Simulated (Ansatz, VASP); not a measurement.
**CrO2: VASP beside Ansatz**

```
CELL_PARAMETERS angstrom
2.58755 0.00000 0.00000
-1.29377 2.24088 0.00000
0.00000 0.00000 10.72037
ATOMIC_POSITIONS crystal
Cr 0.66667 0.33333 0.25000
Cr 0.33333 0.66667 0.75000
O 0.66667 0.33333 0.64283
O 0.33333 0.66667 0.35717
O 0.66667 0.33333 0.85717
O 0.33333 0.66667 0.14283
```

Alike in both runs: functional PBEsol; k mesh 12 × 12 × 2; occupations gaussian, width 0.1 eV; no spin polarisation.

Ansatz relaxed the structure, and its values are those at the end. VASP's run is a single point on that final structure, the one shown.

|  | VASP | Ansatz |
| --- | --- | --- |
| version | VASP 6.6.1 | Ansatz 0.2.0 |
| potentials or method | VASP PAW PBE potentials, release 64 (Cr_pv, O), cutoff 520 eV | scalar-relativistic, plane waves, PAW |
| valence electrons in the cell | 48 | 52 |

VASP gave:

* gap on the k mesh at the Fermi level (eV): 0.28
* least direct gap on the mesh (eV): 1.54
* pressure (GPa): 1.1
* rms of the force components (eV/Å): 0.053

Q: What did Ansatz give for the same quantities?

A: gap on the k mesh at the Fermi level (eV): 0.30; least direct gap on the mesh (eV): 1.54; pressure (GPa): 0.1; rms of the force components (eV/Å): 0.003.

VASP's potentials were made for PBE, not for PBEsol. VASP's potentials hold 48 valence electrons a cell and Ansatz's 52, so a difference there can come from the potentials and not from the codes.
